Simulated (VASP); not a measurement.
# CrTe16Mo7 (P-6m2) in VASP: single point with PBEsol+U

Aim: the single point of CrTe16Mo7 with PBEsol+U.

All numbers are computed with VASP 6.6.1; they aren't measurements. Logs are shortened: lines on timing, memory, paths and dates and some standing lists are left out, and cuts for length are marked.

## Step 1: The cell of the first run

The structure is hexagonal, space group P-6m2 (No. 187). Conventional cell: a = 7.036 Å, b = 7.036 Å, c = 13.974 Å, α = 90.00°, β = 90.00°, γ = 120.00°. Within 3.6 Å of Te (site symmetry 3m) lie 3 Mo at 2.71 Å and 7 Te at 3.52 to 3.59 Å. Within 3.6 Å of Te (site symmetry m) lie 3 Mo at 2.71 Å and 7 Te at 3.52 to 3.60 Å. Te (site symmetry m) has 1 Cr at 2.70 Å and 2 Mo at 2.72 Å and 7 Te at 3.50 to 3.60 Å within 3.6 Å. Te (site symmetry 3m) has 3 Mo at 2.71 Å and 7 Te at 3.52 to 3.58 Å within 3.6 Å. Within 3.6 Å of Cr (site symmetry -6m2) lie 6 Te at 2.70 Å and 6 Mo at 3.52 Å. Mo (site symmetry mm2) has 6 Te at 2.71 to 2.72 Å and 4 Mo at 3.51 to 3.52 Å and 2 Cr at 3.52 Å within 3.6 Å. Within 3.6 Å of Mo (site symmetry mm2) lie 6 Te at 2.71 Å and 6 Mo at 3.51 to 3.52 Å. Mo (site symmetry -6m2) has 6 Te at 2.71 Å and 6 Mo at 3.52 Å within 3.6 Å.

## Step 2: Single point, PBEsol+U, collinear spin, ferromagnetic start

Contents of INCAR:

```
SYSTEM = CrTe16Mo7
ALGO = Normal ; EDIFF = 1E-7
ENCUT = 520 ; GGA = PS
ISIF = 2 ; ISMEAR = 0
ISPIN = 2 ; LASPH = .TRUE.
LCHARG = .FALSE. ; LDAU = .TRUE.
LDAUJ = 0 0 0 ; LDAUL = -1 2 -1
LDAUPRINT = 1 ; LDAUTYPE = 2
LDAUU = 0 3 0 ; LMAXMIX = 4
LORBIT = 11 ; LREAL = Auto
LUSENCCL = .FALSE. ; LWAVE = .FALSE.
MAGMOM = 0 0 0 0 0 0 0 0 0 0 0 0 0 0 0 0 1 0 0 0 0 0 0 0 ; NBANDS = 125
NELM = 150 ; PREC = Accurate
SIGMA = 0.05
```

Contents of KPOINTS:

```
k-points
0
G
  3 3 2
  0 0 0
```

Contents of POSCAR:

```
CrTe16Mo7
1.0
    7.0363995000      0.0000000000      0.0000000000
   -3.5181998000      6.0937007000      0.0000000000
    0.0000000000      0.0000000000     13.9736000000
Te Cr Mo
16 1 7
Direct
    0.1666666667      0.3333333333      0.6217137367
    0.1667203197      0.8333601599      0.6213134878
    0.6666398401      0.3332796803      0.6213134878
    0.6666398401      0.8333601599      0.6213134878
    0.3322740454      0.1677259546      0.1212727086
    0.3322740454      0.6645480907      0.1212727086
    0.8354519093      0.1677259546      0.1212727086
    0.8333333333      0.6666666667      0.1218475607
    0.1666666667      0.3333333333      0.8782862633
    0.1667203197      0.8333601599      0.8786865122
    0.6666398401      0.3332796803      0.8786865122
    0.6666398401      0.8333601599      0.8786865122
    0.3322740454      0.1677259546      0.3787272914
    0.3322740454      0.6645480907      0.3787272914
    0.8354519093      0.1677259546      0.3787272914
    0.8333333333      0.6666666667      0.3781524393
    0.1666666667      0.3333333333      0.2500000000
    0.1672657547      0.8336328774      0.2500000000
    0.6663671226      0.3327342453      0.2500000000
    0.6663671226      0.8336328774      0.2500000000
    0.3335278709      0.1664721291      0.7500000000
    0.3335278709      0.6670557418      0.7500000000
    0.8329442582      0.1664721291      0.7500000000
    0.8333333333      0.6666666667      0.7500000000
```

Potentials or basis: VASP PAW PBE potentials, release 64 (Te, Cr_pv, Mo_sv).

The run is started by

```sh
$ cat potpaw_PBE.64/Te/POTCAR potpaw_PBE.64/Cr_pv/POTCAR potpaw_PBE.64/Mo_sv/POTCAR > POTCAR
$ mpirun -np 1 vasp_std > vasp.out
```

OUTCAR:

```text
SYSTEM = CrTe16Mo7
   EDIFF = 1E-7
   ENCUT = 520
   GGA = PS
   ISIF = 2
   ISMEAR = 0
   ISPIN = 2
   LASPH = .TRUE.
   LORBIT = 11
   LREAL = Auto
   NELM = 150
   PREC = Accurate

 ion  position               nearest neighbor table
   1  0.167  0.333  0.622-  23 2.71  22 2.71  21 2.71   4 3.52   4 3.52   3 3.52   3 3.52   2 3.52
                             2 3.52   9 3.59
   2  0.167  0.833  0.621-  21 2.71  22 2.71  24 2.71   3 3.52   4 3.52   1 3.52   1 3.52   3 3.52
                             4 3.52  10 3.60
   3  0.667  0.333  0.621-  21 2.71  23 2.71  24 2.71   2 3.52   4 3.52   1 3.52   1 3.52   2 3.52
                             4 3.52  11 3.60
   4  0.667  0.833  0.621-  22 2.71  23 2.71  24 2.71   2 3.52   3 3.52   1 3.52   1 3.52   2 3.52
                             3 3.52  12 3.60
   5  0.332  0.168  0.121-  17 2.70  19 2.72  18 2.72   7 3.50   6 3.50   8 3.52   8 3.52   7 3.54
                             6 3.54  13 3.60
   6  0.332  0.665  0.121-  17 2.70  20 2.72  18 2.72   7 3.50   5 3.50   8 3.52   8 3.52   7 3.54
                             5 3.54  14 3.60
   7  0.835  0.168  0.121-  17 2.70  20 2.72  19 2.72   6 3.50   5 3.50   8 3.52   8 3.52   6 3.54
                             5 3.54  15 3.60
   8  0.833  0.667  0.122-  18 2.71  19 2.71  20 2.71   5 3.52   5 3.52   6 3.52   6 3.52   7 3.52
                             7 3.52  16 3.58
   9  0.167  0.333  0.878-  23 2.71  22 2.71  21 2.71  12 3.52  12 3.52  11 3.52  11 3.52  10 3.52
[... 9 lines left out ...]
  14  0.332  0.665  0.379-  17 2.70  20 2.72  18 2.72  15 3.50  13 3.50  16 3.52  16 3.52  15 3.54
                            13 3.54   6 3.60
  15  0.835  0.168  0.379-  17 2.70  20 2.72  19 2.72  14 3.50  13 3.50  16 3.52  16 3.52  14 3.54
                            13 3.54   7 3.60
  16  0.833  0.667  0.378-  18 2.71  19 2.71  20 2.71  13 3.52  13 3.52  14 3.52  14 3.52  15 3.52
                            15 3.52   8 3.58
  17  0.167  0.333  0.250-   7 2.70  15 2.70  14 2.70   6 2.70   5 2.70  13 2.70
  18  0.167  0.834  0.250-   8 2.71  16 2.71  13 2.72   5 2.72  14 2.72   6 2.72
  19  0.666  0.333  0.250-   8 2.71  16 2.71  13 2.72   5 2.72  15 2.72   7 2.72
  20  0.666  0.834  0.250-   8 2.71  16 2.71  14 2.72   6 2.72  15 2.72   7 2.72
  21  0.334  0.166  0.750-   1 2.71   9 2.71   3 2.71  11 2.71  10 2.71   2 2.71
  22  0.334  0.667  0.750-   1 2.71   9 2.71   4 2.71  12 2.71  10 2.71   2 2.71
  23  0.833  0.166  0.750-   1 2.71   9 2.71   4 2.71  12 2.71  11 2.71   3 2.71
  24  0.833  0.667  0.750-   2 2.71  10 2.71   3 2.71  11 2.71   4 2.71  12 2.71

  LATTYP: Found a hexagonal cell.
 ALAT       =     7.0363995000
 C/A-ratio  =     1.9859020228

  Lattice vectors:

 A1 = (   7.0363995000,   0.0000000000,   0.0000000000)
 A2 = (  -3.5181998000,   6.0937007000,   0.0000000000)
 A3 = (   0.0000000000,   0.0000000000,  13.9736000000)

Analysis of symmetry for initial positions (statically):
=====================================================================
 Subroutine PRICEL returns:
 Original cell was already a primitive cell.

 Routine SETGRP: Setting up the symmetry group for a
 hexagonal supercell.

 Subroutine GETGRP returns: Found 12 space group operations
 (whereof  2 operations were pure point group operations)
 out of a pool of 24 trial point group operations.

The static configuration has the point symmetry C_1h.
 The point group associated with its full space group is D_3h.

Analysis of symmetry for dynamics (positions and initial velocities):
=====================================================================
 Subroutine PRICEL returns:
 Original cell was already a primitive cell.

 Routine SETGRP: Setting up the symmetry group for a
 hexagonal supercell.

 Subroutine GETGRP returns: Found 12 space group operations
 (whereof  2 operations were pure point group operations)
 out of a pool of 24 trial point group operations.

The dynamic configuration has the point symmetry C_1h.
 The point group associated with its full space group is D_3h.

Analysis of structural, dynamic, and magnetic symmetry:
=====================================================================
 Subroutine PRICEL returns:
 Original cell was already a primitive cell.

[... 172 lines left out ...]
 maximum number of plane-waves:     16173
 NGX is ok and might be reduce to    54
   NGX = 27   NGY = 27   NGZ = 51

atom =  17  type =  2  l = 2

 onsite density matrix

spin component  1

  0.4859 -0.0000  0.0000  0.0000 -0.0000
 -0.0000  0.4251 -0.0000 -0.0000  0.0000
  0.0000 -0.0000  0.3059  0.0000 -0.0000
  0.0000 -0.0000  0.0000  0.4251  0.0000
 -0.0000  0.0000 -0.0000  0.0000  0.4859

spin component  2

  0.3598  0.0000  0.0000 -0.0000 -0.0000
  0.0000  0.4059 -0.0000 -0.0000  0.0000
  0.0000 -0.0000  0.5325 -0.0000 -0.0000
 -0.0000 -0.0000 -0.0000  0.4059  0.0000
 -0.0000  0.0000 -0.0000  0.0000  0.3598

 occupancies and eigenvectors

  o =  0.3059  v =  0.0000 -0.0000 -1.0000  0.0000 -0.0000  0.0000  0.0000  0.0000  0.0000  0.0000      0.0000  0.0000  0.0000  0.0000  0.0000  0.0000  0.0000  0.0000  0.0000  0.0000
  o =  0.3598  v =  0.0000  0.0000  0.0000  0.0000  0.0000  1.0000  0.0000 -0.0000 -0.0000  0.0071      0.0000  0.0000  0.0000  0.0000  0.0000  0.0000  0.0000  0.0000  0.0000  0.0000
  o =  0.3598  v =  0.0000  0.0000  0.0000  0.0000  0.0000 -0.0071  0.0000  0.0000 -0.0000  1.0000      0.0000  0.0000  0.0000  0.0000  0.0000  0.0000  0.0000 -0.0000  0.0000  0.0000
  o =  0.4059  v =  0.0000  0.0000  0.0000  0.0000  0.0000  0.0000 -0.8190 -0.0000 -0.5737  0.0000      0.0000  0.0000  0.0000  0.0000  0.0000  0.0000  0.0000  0.0000  0.0000  0.0000
  o =  0.4059  v = -0.0000 -0.0000 -0.0000 -0.0000 -0.0000 -0.0000 -0.5737 -0.0000  0.8190  0.0000      0.0000  0.0000  0.0000  0.0000  0.0000  0.0000  0.0000  0.0000  0.0000 -0.0000
  o =  0.4251  v =  0.0000 -0.8190  0.0000 -0.5737  0.0000  0.0000  0.0000  0.0000  0.0000  0.0000      0.0000  0.0000  0.0000  0.0000  0.0000  0.0000  0.0000  0.0000  0.0000  0.0000
  o =  0.4251  v =  0.0000  0.5737 -0.0000 -0.8190 -0.0000  0.0000  0.0000  0.0000  0.0000  0.0000      0.0000  0.0000  0.0000  0.0000  0.0000  0.0000  0.0000  0.0000  0.0000  0.0000
  o =  0.4859  v =  0.9093  0.0000  0.0000 -0.0000  0.4161  0.0000  0.0000  0.0000  0.0000  0.0000      0.0000  0.0000  0.0000  0.0000  0.0000  0.0000  0.0000  0.0000  0.0000  0.0000
  o =  0.4859  v = -0.4161  0.0000 -0.0000 -0.0000  0.9093  0.0000  0.0000  0.0000  0.0000  0.0000      0.0000  0.0000  0.0000  0.0000  0.0000  0.0000  0.0000  0.0000  0.0000  0.0000
  o =  0.5325  v =  0.0000  0.0000  0.0000  0.0000  0.0000 -0.0000  0.0000 -1.0000  0.0000  0.0000      0.0000  0.0000  0.0000  0.0000  0.0000  0.0000  0.0000  0.0000  0.0000  0.0000

 number of electron     205.9999992 magnetization       0.0000540

 Free energy of the ion-electron system (eV)
  ---------------------------------------------------
  ext. energy  EPLUGINS =         0.00000000
  ---------------------------------------------------
  free energy    TOTEN  =      -151.54427058 eV

  energy without entropy =     -151.54427058  energy(sigma->0) =     -151.54427058

 E-fermi :   8.1888     XC(G=0): -10.5386

 val. band max:        7.9587382475   @ k =   0.0000   0.0000   0.0000
 cond. band min:       8.4114560363   @ k =   0.3333   0.3333   0.0000
 fundamental gap:      0.4527177889
 Fermi energy:         8.1888006061

 spin component 1

 k-point     1 :       0.0000    0.0000    0.0000
  band No.  band energies     occupation
      1     -52.8577      1.00000
      2     -52.8523      1.00000
      3     -52.8488      1.00000
      4     -52.8449      1.00000
      5     -52.8449      1.00000
      6     -52.8448      1.00000
[... 697 lines left out ...]
    114       9.4460      0.00000
    115       9.4961      0.00000
 Fermi energy:         8.1888006061

 spin component 2

 k-point     1 :       0.0000    0.0000    0.0000
  band No.  band energies     occupation
      1     -52.8576      1.00000
      2     -52.8489      1.00000
      3     -52.8451      1.00000
      4     -52.8451      1.00000
      5     -52.8431      1.00000
      6     -52.8357      1.00000
[... 697 lines left out ...]
    114       9.4414      0.00000
    115       9.4757      0.00000
 [bands above 115 left out]

------------------------ aborting loop because EDIFF is reached ----------------------------------------

  FORCE on cell =-STRESS in cart. coord.  units (eV):
  Direction    XX          YY          ZZ          XY          YZ          ZX
  --------------------------------------------------------------------------------------
  -------------------------------------------------------------------------------------
  Total       -6.0009378     -6.0009378     -4.4498474      0.0000000      0.0000000      0.0000000
  in kB      -16.0468500    -16.0468499    -11.8991458      0.0000001      0.0000000      0.0000000
  external PRESSURE =     -14.6642819 kB  Pullay stress =       0.0000000 kB

 VOLUME and BASIS-vectors are now :
 -----------------------------------------------------------------------------
  energy-cutoff  :      520.00
  volume of cell :      599.16
      direct lattice vectors                 reciprocal lattice vectors
     7.036399500  0.000000000  0.000000000     0.142118139  0.082051947 -0.000000000
    -3.518199800  6.093700700  0.000000000     0.000000000  0.164103892  0.000000000
     0.000000000  0.000000000 13.973600000     0.000000000 -0.000000000  0.071563520

 POSITION                                       TOTAL-FORCE (eV/Angst)
 -----------------------------------------------------------------------------------
     -0.00000      2.03123      8.68758        -0.000000      0.000000     -0.042605
     -1.75882      5.07825      8.68199        -0.002329     -0.001344     -0.025099
      3.51820      2.03091      8.68199        -0.000000      0.002689     -0.025099
      1.75882      5.07825      8.68199         0.002329     -0.001344     -0.025099
      1.74792      1.02207      1.69462        -0.291122      0.168080      0.420195
     -0.00000      4.04956      1.69462         0.000000     -0.336159      0.420195
[... 16 lines left out ...]
      5.27525      1.01443     10.48020         0.003063      0.001768     -0.000000
      3.51820      4.06247     10.48020        -0.000000      0.000000      0.000000
 -----------------------------------------------------------------------------------
    total drift:                                0.000007     -0.000004      0.000000

  FREE ENERGIE OF THE ION-ELECTRON SYSTEM (eV)
  ---------------------------------------------------
  free  energy   TOTEN  =      -151.5442705814 eV

  energy  without entropy=     -151.5442705814  energy(sigma->0) =     -151.54427058

 total charge

# of ion       s       p       d       tot
------------------------------------------
    1        1.386   1.972   0.065   3.423
    2        1.386   1.971   0.065   3.422
    3        1.386   1.971   0.065   3.422
    4        1.386   1.971   0.065   3.422
    5        1.388   1.953   0.060   3.401
    6        1.388   1.953   0.060   3.401
[... 16 lines left out ...]
   23        2.258   6.147   4.000  12.405
   24        2.258   6.146   3.997  12.402
--------------------------------------------------
tot         38.257  80.680  33.143 152.081

 magnetization (x)

# of ion       s       p       d       tot
------------------------------------------
    1       -0.000   0.000  -0.000   0.000
    2        0.000  -0.000  -0.000   0.000
    3        0.000  -0.000  -0.000   0.000
    4        0.000  -0.000  -0.000   0.000
    5       -0.000  -0.010   0.000  -0.010
    6       -0.000  -0.010   0.000  -0.010
[... 16 lines left out ...]
   23       -0.000  -0.000  -0.000  -0.000
   24        0.000   0.000   0.000   0.000
--------------------------------------------------
tot          0.001  -0.074   0.109   0.036
```

Wall time 7 min (1 × NVIDIA H100 80GB with 1 thread of AMD EPYC 7R13 (Zen 3), shared host); peak memory 2 GiB.

What came out:

```
Free energy                                           : -151.5443 eV
Pressure                                              : -1.5 GPa
Largest force                                         : 0.538 eV/Å
Band gap on the k mesh                                : 0.45 eV (least direct gap 0.52 eV)
Net moment                                            : 0.00 μB per cell
Site moments                                          : Te +0.00, -0.01 (each value once); Cr +0.07; Mo +0.01, -0.00, +0.00 (each value once) μB
Valence electrons inside the program's atomic spheres : Te 3.42, 3.40 (each value once); Cr 10.65; Mo 12.39, 12.40 (each value once)
```

Forces in eV/Å, atoms in the order of the input:
```
Te   0.000  0.000 -0.043
Te  -0.002 -0.001 -0.025
Te   0.000  0.003 -0.025
Te   0.002 -0.001 -0.025
Te  -0.291  0.168  0.420
Te   0.000 -0.336  0.420
Te   0.291  0.168  0.420
Te   0.000  0.000 -0.033
Te   0.000  0.000  0.043
Te  -0.002 -0.001  0.025
Te   0.000  0.003  0.025
Te   0.002 -0.001  0.025
Te  -0.291  0.168 -0.420
Te   0.000 -0.336 -0.420
Te   0.291  0.168 -0.420
Te   0.000  0.000  0.033
Cr   0.000  0.000  0.000
Mo   0.015  0.009  0.000
Mo   0.000 -0.017  0.000
Mo  -0.015  0.009  0.000
Mo  -0.003  0.002  0.000
Mo   0.000 -0.004  0.000
Mo   0.003  0.002  0.000
Mo   0.000  0.000  0.000
```

Stress tensor (GPa, compression positive):
```
-1.60  0.00  0.00
 0.00 -1.60  0.00
 0.00  0.00 -1.19
```

Eigenvalues of the final occupation matrices:
```tsv
site	spin	trace	eigenvalues
site 17 d	1	2.13	0.31 0.43 0.43 0.49 0.49
site 17 d	2	2.06	0.36 0.36 0.41 0.41 0.53
```

Caveat: the PAW data sets were made with another functional, which shifts forces and pressure a little; spin-orbit coupling is left out, which moves the levels of the heavy elements; this functional lacks dispersion, which binds layers or chains, so the pressure and a relaxed spacing across them are unreliable; the U is typed as a test and isn't derived for this compound.
